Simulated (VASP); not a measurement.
Si3BTe2:

```
Si B Te
1.0
     3.21365    0.00000    0.00000
     0.00000    3.21365    0.00000
     0.00000    0.00000   11.14880
Si B Te
3 1 2
Direct
  0.00000 0.00000 0.00000
  0.50000 0.00000 0.84186
  0.00000 0.50000 0.15814
  0.50000 0.50000 0.00000
  0.50000 0.00000 0.34550
  0.00000 0.50000 0.65450
```

The cell was generated, and may not be a known phase.

* Program: VASP 6.6.1
* Task: relaxation of cell and atoms
* Functional: PBE
* Potentials or basis: VASP PAW PBE potentials, release 64 (Si, B, Te)
* Cutoff: 600 eV
* k mesh: 6 × 6 × 2
* Occupations: gaussian, width 0.1 eV
* Spin: no spin polarisation

At the start: pressure 0.4 GPa; volume 19.19 Å³/atom.

**Question.** Where does the relaxation end?

**Answer.** Over 22 steps the energy falls by 28.8 meV/atom and the volume is 19.10 Å³/atom (-0.5 %); space group P-4m2 (No. 115, to 0.1 Å) before and after.

Step by step:
```tsv
step	energy change (eV)	largest force (eV/Å)	pressure (GPa)	volume (Å³)
1	0.0000	0.0752	0.38	115.14
2	-0.0036	0.1028	-0.17	115.89
3	-0.0054	0.2003	-1.39	117.71
4	-0.0059	0.1626	-1.00	117.10
5	-0.0069	0.1704	-1.06	117.18
6	-0.0100	0.1860	-1.22	117.41
7	-0.0164	0.1843	-1.51	117.88
8	-0.0284	0.2061	-1.95	118.79
9	-0.0232	0.2865	-2.85	120.57
10	-0.0316	0.2198	-2.37	119.56
11	-0.0363	0.2195	-2.30	119.46
12	-0.0468	0.2617	-2.08	119.17
13	-0.0677	0.4768	-1.53	118.52
14	-0.0801	0.4874	-1.15	117.83
15	-0.1064	0.5271	0.10	115.75
16	-0.1060	0.6139	2.93	111.68
17	-0.1150	0.5746	1.48	113.69
18	-0.1304	0.4947	1.35	113.67
19	-0.1631	0.2129	1.08	113.58
20	-0.1362	0.4642	1.08	113.40
21	-0.1687	0.0383	1.02	113.53
22	-0.1728	0.0197	0.23	114.58
```

Final structure:
```
Si B Te
1.0
     3.34154    0.00000    0.00000
     0.00000    3.34154    0.00000
     0.00000    0.00000   10.26126
Si B Te
3 1 2
Direct
  0.00000 0.00000 0.00000
  0.50000 0.00000 0.83303
  0.00000 0.50000 0.16697
  0.50000 0.50000 0.00000
  0.50000 0.00000 0.33111
  0.00000 0.50000 0.66889
```

Caveat: this functional lacks dispersion, which binds layers or chains, so the pressure and a relaxed spacing across them are unreliable.
